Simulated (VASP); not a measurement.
A run of VASP 6.6.1 is set up as follows.

File INCAR:

```
PREC     = Accurate       # precision mode
ENCUT    = 520            # plane-wave cutoff, eV
EDIFF    = 1E-6           # SCF threshold, eV
ISMEAR   = 0              # smearing method
SIGMA    = 0.15           # smearing width, eV
LREAL    = F              # projectors in reciprocal space
LASPH    = T              # aspherical terms in the spheres
NELM     = 100            # most SCF steps
ALGO     = Normal         # electronic algorithm
ISIF     = 2              # what is computed and relaxed
LWAVE    = F              # write WAVECAR
LCHARG   = F              # write CHGCAR
GGA      = PE             # functional
NBANDS   = 16             # bands
```

Contents of KPOINTS:

```
Automatic mesh
0
Gamma
  18 18 18
```

The input POSCAR:

```
InP
1.0
    0.0000000000      2.8255636229      2.6593539980
    2.8255636229      0.0000000000      2.6593539980
    2.8255636229      2.8255636229      0.0000000000
In P
1 1
Direct
    0.0000000000      0.0000000000      0.0000000000
    0.5000000000      0.5000000000      0.5000000000
```

Potentials or basis: VASP PAW PBE potentials, release 64 (In_d, P).

Launch:

```console
$ cat potpaw_PBE.64/In_d/POTCAR potpaw_PBE.64/P/POTCAR > POTCAR
$ mpirun -np 1 vasp_std > vasp.out
```

Estimate the band gap on the k mesh.

zero (bands 9 and 10 overlap by 2.81 eV).

Predict the pressure.

0.6 GPa.

Stress tensor (GPa, compression positive):
```
-1.84  0.00  0.00
 0.00 -1.84  0.00
 0.00  0.00  5.44
```

Caveat: the cell differs from its parent crystal (strain +e along x and -e along y +0.0000, strain +e along z and -e/2 along x and y -0.0400); the stress differs along the axes, from -2 to 5 GPa; spin-orbit coupling is left out, which moves the levels of the heavy elements.
